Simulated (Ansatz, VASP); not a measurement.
**Mg in VASP and in Ansatz**

```
Mg
1.0
     0.00000    2.24426    2.24426
     2.24426    0.00000    2.24426
     2.24426    2.24426    0.00000
Mg
1
Direct
  0.00000 0.00000 0.00000
```

Alike in both runs: functional revPBE; dispersion D3(BJ); k mesh 10 × 10 × 10; non-collinear spin, spin-orbit coupling.

|  | VASP | Ansatz |
| --- | --- | --- |
| version | VASP 6.6.1 | Ansatz 0.2.0 |
| potentials or method | VASP PAW PBE potentials, release 64 (Mg) | Ansatz PAW |
| plane-wave cutoff (eV) | 520 | 420 |
| occupations | methfessel-paxton of order 1, width 0.1 eV | cold, width 0.1 eV |
| valence electrons in the cell | 2 | 10 |
| task | single point | density of states |

Ansatz gave:

```
pressure (GPa)           : -2.1
net moment per atom (μB) : 0.00
```

**Question.** Which values does VASP return?

**Answer.** Pressure (GPa): -2.2; net moment per atom (μB): 0.00.

VASP's potentials were made for PBE, not for revPBE. VASP's potentials hold 2 valence electrons a cell and Ansatz's 10, so a difference there can come from the potentials and not from the codes.
